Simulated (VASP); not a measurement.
# CsCu4 (Pm-3m) in VASP: single point with PBE

Aim: the single point of CsCu4 with PBE.

Everything below comes from runs of VASP 6.6.1. Logs are shortened: lines on timing, memory, paths and dates and some standing lists are left out, and cuts for length are marked.

### Step 1. The cell of the first run

It takes space group Pm-3m (No. 221, cubic). Conventional cell: a = 4.517 Å, b = 4.517 Å, c = 4.517 Å, α = 90.00°, β = 90.00°, γ = 90.00°. Within 3.0 Å of Cs (site symmetry m-3m) lie 6 Cu at 2.26 Å. Within 3.0 Å of Cu (site symmetry 4/mmm) lie 2 Cs at 2.26 Å. Within 4.2 Å of Cu (site symmetry m-3m) lie 12 Cu at 3.19 Å and 8 Cs at 3.91 Å.

The cell was generated, and may not be a known phase.

### Step 2. Single point, PBE

Contents of INCAR:

```
SYSTEM = CsCu4
  PREC = Accurate
  ENCUT = 820
  EDIFF = 1E-6
  ISMEAR = 0
  SIGMA = 0.1
  LREAL = .FALSE.
  LASPH = .TRUE.
  NELM = 120
  ALGO = Normal
  ISIF = 2
  LWAVE = .FALSE.
  LCHARG = .TRUE.
  GGA = PE
  LELF = .TRUE.
  LVHAR = .TRUE.
  NBANDS = 50
  GGA_COMPAT = .FALSE.
```

Contents of KPOINTS:

```
regular mesh
0
G
  4 4 4
  0 0 0
```

Contents of POSCAR:

```
CsCu4
1.0
    4.5171416600      0.0000000000      0.0000000000
    0.0000000000      4.5171416600      0.0000000000
    0.0000000000      0.0000000000      4.5171416600
Cs Cu
1 4
Direct
    0.5000000000      0.5000000000      0.5000000000
    0.0000000000      0.5000000000      0.5000000000
    0.5000000000      0.5000000000      0.0000000000
    0.5000000000      0.0000000000      0.5000000000
    0.0000000000      0.0000000000      0.0000000000
```

Potentials or basis: VASP PAW PBE potentials, release 64 (Cs_sv, Cu_sv_GW).

Launch:

```console
$ cat potpaw_PBE.64/Cs_sv/POTCAR potpaw_PBE.64/Cu_sv_GW/POTCAR > POTCAR
$ mpirun -np 1 vasp_std > vasp.out
```

OUTCAR:

```text
SYSTEM = CsCu4
   PREC = Accurate
   ENCUT = 820
   EDIFF = 1E-6
   ISMEAR = 0
   LREAL = .FALSE.
   LASPH = .TRUE.
   NELM = 120
   ISIF = 2
   GGA = PE

 ion  position               nearest neighbor table
   1  0.500  0.500  0.500-   2 2.26   3 2.26   4 2.26   3 2.26   4 2.26   2 2.26
   2  0.000  0.500  0.500-   1 2.26   1 2.26
   3  0.500  0.500  0.000-   1 2.26   1 2.26
   4  0.500  0.000  0.500-   1 2.26   1 2.26
   5  0.000  0.000  0.000-

  LATTYP: Found a simple cubic cell.
 ALAT       =     4.5171416600

  Lattice vectors:

 A1 = (   4.5171416600,   0.0000000000,   0.0000000000)
 A2 = (   0.0000000000,   4.5171416600,   0.0000000000)
 A3 = (   0.0000000000,   0.0000000000,   4.5171416600)

Analysis of symmetry for initial positions (statically):
=====================================================================
 Subroutine PRICEL returns:
 Original cell was already a primitive cell.

 Routine SETGRP: Setting up the symmetry group for a
 simple cubic supercell.

 Subroutine GETGRP returns: Found 48 space group operations
 (whereof 48 operations were pure point group operations)
 out of a pool of 48 trial point group operations.

The static configuration has the point symmetry O_h .

Analysis of symmetry for dynamics (positions and initial velocities):
=====================================================================
 Subroutine PRICEL returns:
 Original cell was already a primitive cell.

 Routine SETGRP: Setting up the symmetry group for a
 simple cubic supercell.

 Subroutine GETGRP returns: Found 48 space group operations
 (whereof 48 operations were pure point group operations)
 out of a pool of 48 trial point group operations.

The dynamic configuration has the point symmetry O_h .

 Subroutine INISYM returns: Found 48 space group operations
 (whereof 48 operations are pure point group operations),
 and found     1 'primitive' translations

----------------------------------------------------------------------------------------

                                     Primitive cell

  volume of cell :      92.1703

  direct lattice vectors                    reciprocal lattice vectors
     4.517141660  0.000000000  0.000000000     0.221378933  0.000000000  0.000000000
     0.000000000  4.517141660  0.000000000     0.000000000  0.221378933  0.000000000
     0.000000000  0.000000000  4.517141660     0.000000000  0.000000000  0.221378933

[... 73 lines left out ...]
   NELM   =    120;   NELMIN=  2; NELMDL= -5     # of ELM steps
   EDIFF  = 0.1E-05   stopping-criterion for ELM
   LREAL  =      F    real-space projection
   EDIFFG = 0.1E-04   stopping-criterion for IOM
   NSW    =      0    number of steps for IOM
   IBRION =     -1    ionic relax: 0-MD 1-quasi-New 2-CG
   NFREE  =      0    steps in history (QN), initial steepest desc. (CG)
   ISIF   =      2    stress and relaxation
   ISYM   =      2    0-nonsym 1-usesym 2-fastsym
   POTIM  = 0.5000    time-step for ionic-motion
   TEBEG  =    0.0;   TEEND  =   0.0 temperature during run
   PSTRESS=    0.0 pullay stress
   NELECT =      85.0000    total number of electrons
   NUPDOWN=      -1.0000    fix difference up-down
   EMIN   =  10.00;   EMAX   =-10.00  energy-range for DOS
   EFERMI =   0.00;   METHOD = LEGACY
   ISMEAR =     0;   SIGMA  =   0.10  broadening in eV -4-tet -1-fermi 0-gaus
   EFERMI_NEDOS =   21; number of points for ismear=-14 and -15
   IALGO  =     38    algorithm
   IMIX   =      4    mixing-type and parameters
     AMIX     =   0.40;   BMIX     =  1.00
     AMIX_MAG =   1.60;   BMIX_MAG =  1.00
  volume/ion in A,a.u.               =      18.43       124.40
  Fermi-wavevector in a.u.,A,eV,Ry     =   1.593495  3.011269 34.548281  2.539227
  Thomas-Fermi vector in A             =   2.691716
   LORBIT       =      0    0 simple, 1 ext, 2 COOP (PROOUT), +10 PAW based schemes
   GGA     = PE    functional components
   LHFCALC =     F    Hartree Fock is set to
   AEXX    =    0.0000 exact exchange contribution
   IVDW    =     0    specifies the selected vdW correction
   LEPSILON=     F    determine dielectric tensor
   LRPA    =     F    only Hartree local field effects (RPA)
 non-spin polarized calculation
 Gauss-broadening in eV      SIGMA  =   0.10
  energy-cutoff  :      820.00
  volume of cell :       92.17
 maximum number of plane-waves:      4945
   NGX = 21   NGY = 21   NGZ = 21

 number of electron      85.0000048 magnetization

 Free energy of the ion-electron system (eV)
  ---------------------------------------------------
  ext. energy  EPLUGINS =         0.00000000
  ---------------------------------------------------
  free energy    TOTEN  =        -2.38935133 eV

  energy without entropy =       -2.35886373  energy(sigma->0) =       -2.37410753

 E-fermi :   4.9709     XC(G=0): -11.0597

 val. band max:        4.9628964790   @ k =   0.2500   0.2500   0.2500
 cond. band min:       5.0027733794   @ k =   0.2500   0.0000   0.0000
 fundamental gap:      0.0398769005
 Fermi energy:         4.9709358731

 k-point     1 :       0.0000    0.0000    0.0000
  band No.  band energies     occupation
      1    -108.4232      2.00000
      2    -108.4232      2.00000
      3    -108.4230      2.00000
      4    -106.6401      2.00000
      5     -66.2194      2.00000
      6     -66.2194      2.00000
[... 519 lines left out ...]
     49       9.1177      0.00000
     50      10.8369      0.00000

------------------------ aborting loop because EDIFF is reached ----------------------------------------

  FORCE on cell =-STRESS in cart. coord.  units (eV):
  Direction    XX          YY          ZZ          XY          YZ          ZX
  --------------------------------------------------------------------------------------
  -------------------------------------------------------------------------------------
  Total       15.4289014     15.4289014     15.4289014      0.0000000      0.0000000     -0.0000000
  in kB      268.1973331    268.1973331    268.1973331      0.0000000      0.0000000     -0.0000000
  external PRESSURE =     268.1973331 kB  Pullay stress =       0.0000000 kB

 VOLUME and BASIS-vectors are now :
 -----------------------------------------------------------------------------
  energy-cutoff  :      820.00
  volume of cell :       92.17
      direct lattice vectors                 reciprocal lattice vectors
     4.517141660  0.000000000  0.000000000     0.221378933  0.000000000  0.000000000
     0.000000000  4.517141660  0.000000000     0.000000000  0.221378933  0.000000000
     0.000000000  0.000000000  4.517141660     0.000000000  0.000000000  0.221378933

 POSITION                                       TOTAL-FORCE (eV/Angst)
 -----------------------------------------------------------------------------------
      2.25857      2.25857      2.25857         0.000000      0.000000      0.000000
      0.00000      2.25857      2.25857         0.000000      0.000000      0.000000
      2.25857      2.25857      0.00000         0.000000      0.000000      0.000000
      2.25857      0.00000      2.25857         0.000000      0.000000      0.000000
      0.00000      0.00000      0.00000         0.000000      0.000000      0.000000
 -----------------------------------------------------------------------------------
    total drift:                                0.000000     -0.000000     -0.000000

  FREE ENERGIE OF THE ION-ELECTRON SYSTEM (eV)
  ---------------------------------------------------
  free  energy   TOTEN  =        -2.3893513327 eV

  energy  without entropy=       -2.3588637303  energy(sigma->0) =       -2.37410753
```

stdout:

```text
POSCAR found type information on POSCAR CsCu
 POSCAR found :  2 types and       5 ions
 scaLAPACK will be used
 LDA part: xc-table for (Slater+PW92), standard interpolation
 POSCAR, INCAR and KPOINTS ok, starting setup
 FFT: planning ... GRIDC
 FFT: planning ... GRID_SOFT
 FFT: planning ... GRID
 WAVECAR not read
 entering main loop
```

It took 2.2 min on 1 thread of AMD EPYC 9R14 (Zen 4), shared host; peak memory 0.27 GiB.

Results:

| Property | Result |
| --- | --- |
| Free energy | -2.3894 eV |
| Pressure | 26.8 GPa |
| Band gap on the k mesh | zero (an odd number of electrons rules out a gap without spin polarisation) |

Levels at points of the mesh, in eV from the Fermi level:
| k point | band 41 | band 42 | band 43 | band 44 | band 45 | band 46 |
| --- | --- | --- | --- | --- | --- | --- |
| (0.00, 0.00, 0.00) | -1.60 | 0.08 | 0.08 | 2.70 | 2.70 | 2.70 |
| (0.50, 0.00, 0.00) | -1.60 | -0.77 | -0.03 | 1.89 | 1.89 | 4.24 |
| (0.50, 0.50, 0.00) | -1.40 | -0.40 | 1.29 | 1.29 | 2.79 | 2.79 |
| (0.50, 0.50, 0.50) | -1.56 | -1.56 | -1.56 | 0.60 | 3.94 | 3.94 |

Caveat: the cell stands under pressure; spin-orbit coupling is left out, which moves the levels of the heavy elements.

The gap in the log of VASP goes by the Fermi energy; the results here count the filled bands.